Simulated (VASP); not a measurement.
Here is a VASP 6.6.1 calculation.

The input INCAR:

```
SYSTEM = CuO
  ALGO = Normal
  EDIFF = 1E-6
  ENCUT = 520
  GGA = RP
  ISIF = 2
  ISMEAR = -1
  LASPH = .TRUE.
  LCHARG = .TRUE.
  LELF = .TRUE.
  LREAL = .FALSE.
  LVHAR = .TRUE.
  LWAVE = .FALSE.
  NBANDS = 25
  NELM = 60
  PREC = Accurate
  SIGMA = 0.05
```

File KPOINTS:

```
k-points
0
G
  9 9 5
  0 0 0
```

File POSCAR:

```
CuO
1.0
    1.9640597285     -2.1244444051      0.0000000000
    1.9640597285      2.1244444051      0.0000000000
    0.0000000000      0.0000000000      5.0862447552
Cu O
2 2
Direct
    0.5000000000      0.0000000000      0.0000000000
    0.0000000000      0.5000000000      0.5000000000
    0.5000000000      0.5000000000      0.2500000000
    0.5000000000      0.5000000000      0.7500000000
```

Potentials or basis: VASP PAW PBE potentials, release 64 (Cu, O).

The run is started by

```bash
$ cat potpaw_PBE.64/Cu/POTCAR potpaw_PBE.64/O/POTCAR > POTCAR
$ mpirun -np 1 vasp_std > vasp.out
```

(1) What does it give for the band gap on the k mesh?

(2) Predict the pressure.

Results:

(1) zero (bands 17 and 18 overlap by 0.88 eV).

(2) 14.6 GPa.

Caveat: the cell stands under pressure; the PAW data sets were made with another functional, which shifts forces and pressure a little; semilocal functionals often make such compounds metallic where correlation or magnetic order opens a gap, which also shifts bond lengths.
